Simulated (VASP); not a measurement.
A run of VASP 6.6.1 is set up as follows.

INCAR

```
SYSTEM = HC6
  ALGO = Normal
  DIPOL = 0.5 0.5 0.318
  EDIFF = 1E-7
  ENCUT = 520
  GGA = CA
  IDIPOL = 3
  ISIF = 2
  ISMEAR = 0
  LASPH = .TRUE.
  LCHARG = .FALSE.
  LDIPOL = .TRUE.
  LREAL = .FALSE.
  LWAVE = .FALSE.
  NBANDS = 38
  NELM = 80
  PREC = Accurate
  SIGMA = 0.1
```

The input KPOINTS:

```
k-points
0
G
  6 3 1
  0 0 0
```

File POSCAR:

```
HC6
1.0
    4.8895256614      0.0000000000      0.0000000000
   -1.2223814153      8.7849592876      0.0000000000
    0.0000000000      0.0000000000     22.7474729025
C H
12 2
Direct
    0.0193612757      0.0774451030      0.1758437088
    0.5193612758      0.0774451030      0.1758437088
    0.2742015947      0.0968063788      0.2059542860
    0.7742015947      0.0968063788      0.2059542860
    0.2838822326      0.1355289303      0.2661754406
    0.7838822326      0.1355289303      0.2661754406
    0.0386279421      0.1545151615      0.2955067254
    0.5386279421      0.1545151615      0.2955067254
    0.0488684834      0.1954807970      0.3583587359
    0.5488684834      0.1954807970      0.3583587359
    0.3031723044      0.2126952264      0.3845470194
    0.8031723044      0.2126952264      0.3845470194
    0.0488684834      0.1588387656      0.5428063572
    0.0488684834      0.2321228284      0.5428063572
```

Potentials or basis: VASP PAW LDA potentials, release 64 (C, H).

The run is started by

```console
$ cat potpaw_LDA.64/C/POTCAR potpaw_LDA.64/H/POTCAR > POTCAR
$ mpirun -np 1 vasp_std > vasp.out
```

(1) Predict the largest force.

(2) Estimate the band gap on the k mesh.

Results:

(1) 5.555 eV/Å.

(2) 0.10 eV.
